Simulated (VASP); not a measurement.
# MnS (F-43m) in VASP: further runs

Runs on MnS. Level: r2SCAN. Tasks: single point.

Program: VASP 6.6.1. These are calculated values, not measurements. Logs are shortened: lines on timing, memory, paths and dates and some standing lists are left out, and cuts for length are marked.

## 1. The cell of the first run

It takes space group F-43m (No. 216, cubic). The conventional cell has a = 5.600 Å, b = 5.600 Å, c = 5.600 Å, α = 90.00°, β = 90.00°, γ = 90.00°. Within 3.2 Å of Mn (site symmetry -43m) lie 4 S at 2.42 Å. S (site symmetry -43m) has 4 Mn at 2.42 Å within 3.2 Å.

## 2. Single point, r2SCAN, collinear spin, ferromagnetic start

Contents of POSCAR:

```
MnS
1.0
    0.0000000000      2.8000000000      2.8000000000
    2.8000000000      0.0000000000      2.8000000000
    2.8000000000      2.8000000000      0.0000000000
Mn S
1 1
Direct
    0.0000000000      0.0000000000      0.0000000000
    0.7500000000      0.7500000000      0.7500000000
```

Contents of INCAR.step1:

```
ALGO = Normal
EDIFF = 1E-4
ENCUT = 520
GGA = PE
ISMEAR = 0
ISPIN = 2
LASPH = T
LCHARG = F
LMAXMIX = 4
LREAL = F
LWAVE = T
MAGMOM = 4 0
NBANDS = 20
NELM = 150
PREC = Accurate
SIGMA = 0.1
```

Contents of INCAR.step2:

```
ALGO = Normal
EDIFF = 1E-7
ENCUT = 520
ISIF = 2
ISMEAR = 0
ISPIN = 2
ISTART = 1
LASPH = T
LCHARG = F
LMAXMIX = 4
LMIXTAU = T
LORBIT = 11
LREAL = F
LWAVE = F
MAGMOM = 4 0
METAGGA = R2SCAN
NBANDS = 20
NELM = 150
PREC = Accurate
SIGMA = 0.1
```

Contents of KPOINTS:

```
k-points
0
Gamma
  6 6 6
```

Potentials or basis: VASP PAW PBE potentials, release 64 (Mn_pv, S).

Launch:

```
> cat potpaw_PBE.64/Mn_pv/POTCAR potpaw_PBE.64/S/POTCAR > POTCAR
> cp INCAR.step1 INCAR
> mpirun -np 1 vasp_std > vasp.out
> cp INCAR.step2 INCAR
> mpirun -np 1 vasp_std > vasp.out
```

OUTCAR:

```text
EDIFF = 1E-7
   ENCUT = 520
   ISIF = 2
   ISMEAR = 0
   ISPIN = 2
   ISTART = 1
   LASPH = T
   LORBIT = 11
   LREAL = F
   METAGGA = R2SCAN
   NELM = 150
   PREC = Accurate

 ion  position               nearest neighbor table
   1  0.000  0.000  0.000-   2 2.42   2 2.42   2 2.42   2 2.42
   2  0.750  0.750  0.750-   1 2.42   1 2.42   1 2.42   1 2.42

  LATTYP: Found a face centered cubic cell.
 ALAT       =     5.6000000000

  Lattice vectors:

 A1 = (   0.0000000000,   2.8000000000,   2.8000000000)
 A2 = (   2.8000000000,   0.0000000000,   2.8000000000)
 A3 = (   2.8000000000,   2.8000000000,   0.0000000000)

Analysis of symmetry for initial positions (statically):
=====================================================================
 Subroutine PRICEL returns:
 Original cell was already a primitive cell.

 Routine SETGRP: Setting up the symmetry group for a
 face centered cubic supercell.

 Subroutine GETGRP returns: Found 24 space group operations
 (whereof 24 operations were pure point group operations)
 out of a pool of 48 trial point group operations.

The static configuration has the point symmetry T_d .

Analysis of symmetry for dynamics (positions and initial velocities):
=====================================================================
 Subroutine PRICEL returns:
 Original cell was already a primitive cell.

 Routine SETGRP: Setting up the symmetry group for a
 face centered cubic supercell.

 Subroutine GETGRP returns: Found 24 space group operations
 (whereof 24 operations were pure point group operations)
 out of a pool of 48 trial point group operations.

The dynamic configuration has the point symmetry T_d .

Analysis of structural, dynamic, and magnetic symmetry:
=====================================================================
 Subroutine PRICEL returns:
 Original cell was already a primitive cell.

 Routine SETGRP: Setting up the symmetry group for a
 face centered cubic supercell.

 Subroutine GETGRP returns: Found 24 space group operations
 (whereof 24 operations were pure point group operations)
 out of a pool of 48 trial point group operations.

The overall configuration has the point symmetry T_d .

 Subroutine INISYM returns: Found 24 space group operations
 (whereof 24 operations are pure point group operations),
 and found     1 'primitive' translations

----------------------------------------------------------------------------------------

                                     Primitive cell

  volume of cell :      43.9040

  direct lattice vectors                    reciprocal lattice vectors
     0.000000000  2.800000000  2.800000000    -0.178571429  0.178571429  0.178571429
     2.800000000  0.000000000  2.800000000     0.178571429 -0.178571429  0.178571429
     2.800000000  2.800000000  0.000000000     0.178571429  0.178571429 -0.178571429

  length of vectors
     3.959797975  3.959797975  3.959797975     0.309294787  0.309294787  0.309294787

  position of ions in fractional coordinates (direct lattice)
     0.000000000  0.000000000  0.000000000
     0.750000000  0.750000000  0.750000000

  ion indices of the primitive-cell ions
   primitive index   ion index
                 1           1
                 2           2

----------------------------------------------------------------------------------------

 KPOINTS: k-points

Automatic generation of k-mesh.
 Grid dimensions read from file:
 generate k-points for:    6    6    6

 Generating k-lattice:

  Cartesian coordinates                     Fractional coordinates (reciprocal lattice)
    -0.029761905  0.029761905  0.029761905     0.166666667  0.000000000  0.000000000
     0.029761905 -0.029761905  0.029761905     0.000000000  0.166666667  0.000000000
     0.029761905  0.029761905 -0.029761905     0.000000000  0.000000000  0.166666667

  Length of vectors
     0.051549131  0.051549131  0.051549131

  Shift w.r.t. Gamma in fractional coordinates (k-lattice)
     0.000000000  0.000000000  0.000000000

 Subroutine IBZKPT returns following result:
 ===========================================

 Found     16 irreducible k-points:

 Following reciprocal coordinates:
            Coordinates               Weight
  0.000000  0.000000  0.000000      1.000000
  0.166667  0.000000  0.000000      8.000000
  0.333333  0.000000  0.000000      8.000000
  0.500000  0.000000  0.000000      4.000000
  0.166667  0.166667  0.000000      6.000000
  0.333333  0.166667  0.000000     24.000000
[... 8 lines left out ...]
 -0.333333  0.333333  0.166667     24.000000
 -0.333333  0.500000  0.166667     12.000000
   k-points           NKPTS =     16   k-points in BZ     NKDIM =     16   number of bands    NBANDS=     20
   number of dos      NEDOS =    301   number of ions     NIONS =      2
   total plane-waves  NPLWV =  27000
   dimension x,y,z NGX =    30 NGY =   30 NGZ =   30
   dimension x,y,z NGXF=    60 NGYF=   60 NGZF=   60
   ions per type =               1   1
   NGX,Y,Z   is equivalent  to a cutoff of  12.60, 12.60, 12.60 a.u.
   NGXF,Y,Z  is equivalent  to a cutoff of  25.19, 25.19, 25.19 a.u.
 SYSTEM =  unknown system
   PREC   = accura    normal or accurate (medium, high low for compatibility)
   ISTART =      1    job   : 0-new  1-cont  2-samecut
   ICHARG =      0    charge: 1-file 2-atom 10-const
   ISPIN  =      2    spin polarized calculation?
   LNONCOLLINEAR =      F non collinear calculations
   LSORBIT =      F    spin-orbit coupling
   LASPH  =      T    aspherical Exc in radial PAW
   ENCUT  =  520.0 eV  38.22 Ry    6.18 a.u.   7.36  7.36  7.36*2*pi/ulx,y,z
   NELM   =    150;   NELMIN=  2; NELMDL=  0     # of ELM steps
   EDIFF  = 0.1E-06   stopping-criterion for ELM
   LREAL  =      F    real-space projection
   EDIFFG = 0.1E-05   stopping-criterion for IOM
   NSW    =      0    number of steps for IOM
   IBRION =     -1    ionic relax: 0-MD 1-quasi-New 2-CG
   NFREE  =      0    steps in history (QN), initial steepest desc. (CG)
   ISIF   =      2    stress and relaxation
   ISYM   =      2    0-nonsym 1-usesym 2-fastsym
   POTIM  = 0.5000    time-step for ionic-motion
   TEBEG  =    0.0;   TEEND  =   0.0 temperature during run
   PSTRESS=    0.0 pullay stress
   NELECT =      19.0000    total number of electrons
   NUPDOWN=      -1.0000    fix difference up-down
   EMIN   =  10.00;   EMAX   =-10.00  energy-range for DOS
   EFERMI =   0.00;   METHOD = LEGACY
   ISMEAR =     0;   SIGMA  =   0.10  broadening in eV -4-tet -1-fermi 0-gaus
   EFERMI_NEDOS =   21; number of points for ismear=-14 and -15
   IALGO  =     38    algorithm
   IMIX   =      4    mixing-type and parameters
     AMIX     =   0.40;   BMIX     =  1.00
     AMIX_MAG =   1.60;   BMIX_MAG =  1.00
  volume/ion in A,a.u.               =      21.95       148.14
  Fermi-wavevector in a.u.,A,eV,Ry     =   1.238297  2.340041 20.862879  1.533378
  Thomas-Fermi vector in A             =   2.372828
   LORBIT       =     11    0 simple, 1 ext, 2 COOP (PROOUT), +10 PAW based schemes
   METAGGA = R2SCAN    functional components
   LHFCALC =     F    Hartree Fock is set to
   AEXX    =    0.0000 exact exchange contribution
   IVDW    =     0    specifies the selected vdW correction
   LEPSILON=     F    determine dielectric tensor
   LRPA    =     F    only Hartree local field effects (RPA)
 spin polarized calculation
 Gauss-broadening in eV      SIGMA  =   0.10
  energy-cutoff  :      520.00
  volume of cell :       43.90
 maximum number of plane-waves:      1243
 NGX is ok and might be reduce to    30
   NGX = 15   NGY = 15   NGZ = 15

 number of electron      18.9999987 magnetization       4.9999988

 Free energy of the ion-electron system (eV)
  ---------------------------------------------------
  ext. energy  EPLUGINS =         0.00000000
  ---------------------------------------------------
  free energy    TOTEN  =       -24.87332776 eV

  energy without entropy =      -24.87332754  energy(sigma->0) =      -24.87332765

 E-fermi :   4.7027     XC(G=0):  -9.8667

 val. band max:        4.4165716561   @ k =   0.0000   0.0000   0.0000
 cond. band min:       4.9890685114   @ k =   0.5000   0.5000   0.0000
 fundamental gap:      0.5724968554
 Fermi energy:         4.7026586159

 spin component 1

 k-point     1 :       0.0000    0.0000    0.0000
  band No.  band energies     occupation
      1     -48.7344      1.00000
      2     -48.7344      1.00000
      3     -48.7343      1.00000
      4     -10.1044      1.00000
      5      -0.9055      1.00000
      6      -0.9055      1.00000
[... 12 lines left out ...]
     19      16.8327      0.00000
     20      17.5572      0.00000
[... 323 lines left out ...]
 k-point    16 :      -0.3333    0.5000    0.1667
  band No.  band energies     occupation
      1     -48.7372      1.00000
      2     -48.7361      1.00000
      3     -48.7356      1.00000
      4      -9.1787      1.00000
      5      -1.4115      1.00000
      6      -0.5636      1.00000
[... 12 lines left out ...]
     19      17.7626      0.00000
     20      18.0612      0.00000
 Fermi energy:         4.7026586159

 spin component 2

 k-point     1 :       0.0000    0.0000    0.0000
  band No.  band energies     occupation
      1     -42.5477      1.00000
      2     -42.5477      1.00000
      3     -42.5477      1.00000
      4      -9.7712      1.00000
      5       1.1012      1.00000
      6       1.1012      1.00000
[... 12 lines left out ...]
     19      18.1134      0.00000
     20      18.7838      0.00000
[... 323 lines left out ...]
 k-point    16 :      -0.3333    0.5000    0.1667
  band No.  band energies     occupation
      1     -42.5526      1.00000
      2     -42.5505      1.00000
      3     -42.5499      1.00000
      4      -8.8755      1.00000
      5      -0.4365      1.00000
      6       0.4189      1.00000
[... 12 lines left out ...]
     19      18.6753      0.00000
     20      18.7724      0.00000

------------------------ aborting loop because EDIFF is reached ----------------------------------------

  FORCE on cell =-STRESS in cart. coord.  units (eV):
  Direction    XX          YY          ZZ          XY          YZ          ZX
  --------------------------------------------------------------------------------------
  -------------------------------------------------------------------------------------
  Total        0.5086573      0.5086573      0.5086573      0.0000000      0.0000000      0.0000000
  in kB       18.5622998     18.5622998     18.5622998      0.0000000      0.0000000      0.0000000
  external PRESSURE =      18.5622998 kB  Pullay stress =       0.0000000 kB

 VOLUME and BASIS-vectors are now :
 -----------------------------------------------------------------------------
  energy-cutoff  :      520.00
  volume of cell :       43.90
      direct lattice vectors                 reciprocal lattice vectors
     0.000000000  2.800000000  2.800000000    -0.178571429  0.178571429  0.178571429
     2.800000000  0.000000000  2.800000000     0.178571429 -0.178571429  0.178571429
     2.800000000  2.800000000  0.000000000     0.178571429  0.178571429 -0.178571429

 POSITION                                       TOTAL-FORCE (eV/Angst)
 -----------------------------------------------------------------------------------
      0.00000      0.00000      0.00000         0.000000     -0.000000     -0.000000
      4.20000      4.20000      4.20000        -0.000000      0.000000      0.000000
 -----------------------------------------------------------------------------------
    total drift:                               -0.000001     -0.000001     -0.000001

  FREE ENERGIE OF THE ION-ELECTRON SYSTEM (eV)
  ---------------------------------------------------
  free  energy   TOTEN  =       -24.8733277592 eV

  energy  without entropy=      -24.8733275401  energy(sigma->0) =      -24.87332765

 total charge

# of ion       s       p       d       tot
------------------------------------------
    1        0.272   6.212   4.879  11.363
    2        1.301   2.499   0.000   3.800
--------------------------------------------------
tot          1.574   8.711   4.879  15.164

 magnetization (x)

# of ion       s       p       d       tot
------------------------------------------
    1        0.048   0.064   4.352   4.464
    2        0.013   0.064   0.000   0.077
--------------------------------------------------
tot          0.061   0.129   4.352   4.542
```

It took 80 s on 1 thread of AMD EPYC 9R45 (Zen 5), shared host; peak memory 0.17 GiB.

Results:

```yaml
Free_energy: -24.8733 eV
Pressure: 1.9 GPa
Band_gap_on_the_k_mesh: 0.57 eV, indirect (least direct gap 1.24 eV)
Net_moment: 5.00 μB per cell
Site_moments: Mn +4.46; S +0.08 μB
Valence_electrons_inside_the_program's_atomic_spheres: Mn 11.36; S 3.80
```

Caveat: the PAW data sets were made with another functional, which shifts forces and pressure a little; a cell with one magnetic atom can't hold antiferromagnetic order, which such compounds often take. r2SCAN opens gaps a little over a GGA but as a rule still falls short of measured ones.

## 3. Single point, r2SCAN, collinear spin, ferromagnetic start (volume scaled by 1.06)

Contents of POSCAR:

```
MnS
1.0
    0.0000000000      2.8787313141      2.8787313141
    2.8787313141      0.0000000000      2.8787313141
    2.8787313141      2.8787313141      0.0000000000
Mn S
1 1
Direct
    0.0000000000      0.0000000000      0.0000000000
    0.2500000000      0.2500000000      0.2500000000
```

Contents of INCAR.step1:

```
SYSTEM = MnS
ALGO = Normal
EDIFF = 1E-4
ENCUT = 520
GGA = PE
ISMEAR = 0
ISPIN = 2
LASPH = .True.
LCHARG = .False.
LMAXMIX = 4
LREAL = .False.
LWAVE = .True.
MAGMOM = 4.76 0.12
NBANDS = 20
NELM = 150
PREC = Accurate
SIGMA = 0.02
```

Contents of INCAR.step2:

```
SYSTEM = MnS
ALGO = Normal
EDIFF = 1E-6
ENCUT = 520
ISIF = 2
ISMEAR = 0
ISPIN = 2
ISTART = 1
LASPH = .True.
LCHARG = .False.
LMAXMIX = 4
LMIXTAU = .True.
LORBIT = 11
LREAL = .False.
LWAVE = .False.
MAGMOM = 4.76 0.12
METAGGA = R2SCAN
NBANDS = 20
NELM = 150
PREC = Accurate
SIGMA = 0.02
```

Contents of KPOINTS:

```
k-points
0
Gamma
  12 12 12
  0 0 0
```

Potentials or basis: VASP PAW PBE potentials, release 64 (Mn_pv, S).

Launch:

```
> cat potpaw_PBE.64/Mn_pv/POTCAR potpaw_PBE.64/S/POTCAR > POTCAR
> cp INCAR.step1 INCAR
> mpirun -np 1 vasp_std > vasp.out
> cp INCAR.step2 INCAR
> mpirun -np 1 vasp_std > vasp.out
```

Run time: 10 min. Hardware: 1 thread of Oxide Virtual Turin-like, shared host; peak memory 0.23 GiB.

Results (log left out):

| Item | Value |
| --- | --- |
| Free energy | -24.8507 eV |
| Pressure | -3.3 GPa |
| Band gap on the k mesh | 1.07 eV, indirect (least direct gap 1.19 eV) |
| Net moment | 5.00 μB per cell |
| Site moments | Mn +4.50; S +0.06 μB |
| Valence electrons inside the program's atomic spheres | Mn 11.29; S 3.76 |

Levels at points of the mesh, in eV from the valence-band top:
Spin up:
```tsv
k point	band 10	band 11	band 12	band 13	band 14	band 15
(0.00, 0.00, 0.00)	0.00	0.00	0.00	1.19	6.31	6.31
(0.50, 0.00, 0.00)	-3.21	-0.91	-0.91	3.20	6.67	6.67
(0.50, 0.50, 0.00)	-2.92	-2.24	-2.24	3.06	4.55	9.22
```
Spin down:
```csv
k point,band 4,band 5,band 6,band 7,band 8,band 9,band 10,band 11
"(0.00, 0.00, 0.00)",-13.56,-2.81,-2.81,-2.81,2.08,2.08,2.48,3.98
"(0.50, 0.00, 0.00)",-12.99,-4.70,-2.79,-2.79,2.08,2.22,2.22,3.08
"(0.50, 0.50, 0.00)",-12.81,-4.59,-3.00,-3.00,1.07,2.00,2.52,2.52
```

Caveat: the PAW data sets were made with another functional, which shifts forces and pressure a little; a cell with one magnetic atom can't hold antiferromagnetic order, which such compounds often take. A k mesh can miss the band edges.
